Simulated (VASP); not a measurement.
Wanted: the native input for a VASP 6.6.1 run.

* Task: single point
* Functional: r2SCAN
* Potentials or basis: VASP PAW PBE potentials, release 64 (C_h)
* Cutoff: 1430 eV
* k mesh: 12 × 12 × 12
* Occupations: gaussian, width 0.05 eV
* Spin: no spin polarisation
* Dipole correction: no
* Further INCAR settings: ALGO = Normal; EDIFF = 1e-06; NBANDS = 11

The system is C.

```xyz
2
Lattice="0.0000 1.6782 2.0139 1.6782 0.0000 2.0139 1.6782 1.6782 0.0000" Properties=species:S:1:pos:R:3 pbc="T T T"
C     1.6782    1.6782    2.0139
C     2.5174    2.5174    3.0208
```

This cell differs from its parent crystal: ratio of the length along z to the lengths across it x 1.2, volume and fractional coordinates fixed.

One way to write it, as run:

POSCAR

```
C
1.0
    0.0000000000      1.6782436539      2.0138923847
    1.6782436539      0.0000000000      2.0138923847
    1.6782436539      1.6782436539      0.0000000000
C
2
Direct
    0.5000000000      0.5000000000      0.5000000000
    0.7500000000      0.7500000000      0.7500000000
```

INCAR.step1

```
SYSTEM = C
ALGO = Normal
EDIFF = 1E-5
ENCUT = 1430
GGA = PE
GGA_COMPAT = .FALSE.
ISMEAR = 0
LASPH = .TRUE.
LCHARG = .FALSE.
LREAL = .FALSE.
LWAVE = .TRUE.
NBANDS = 11
NELM = 120
PREC = Accurate
SIGMA = 0.05
```

INCAR.step2

```
SYSTEM = C
ALGO = Normal
EDIFF = 1E-6
ENCUT = 1430
GGA_COMPAT = .FALSE.
ISIF = 2
ISMEAR = 0
ISTART = 1
LASPH = .TRUE.
LCHARG = .FALSE.
LMIXTAU = .TRUE.
LREAL = .FALSE.
LWAVE = .FALSE.
METAGGA = R2SCAN
NBANDS = 11
NELM = 120
PREC = Accurate
SIGMA = 0.05
```

KPOINTS

```
k-points
0
G
  12 12 12
  0 0 0
```

Potentials or basis: VASP PAW PBE potentials, release 64 (C_h).

Command:

```sh
$ cat potpaw_PBE.64/C_h/POTCAR > POTCAR
$ cp INCAR.step1 INCAR
$ mpirun -np 1 vasp_std > vasp.out
$ cp INCAR.step2 INCAR
$ mpirun -np 1 vasp_std > vasp.out
```

Results of the run:

```yaml
Pressure: -1.1 GPa
Band_gap_on_the_k_mesh: 1.99 eV (least direct gap 4.23 eV)
```

Caveat: the stress differs along the axes, from -142 to 69 GPa; the PAW data sets were made with another functional, which shifts forces and pressure a little.

It took 2.4 min on 1 thread of AMD EPYC 9R45 96-Core Processor (Zen 5), with other jobs on the host, peak memory 0.19 GiB.
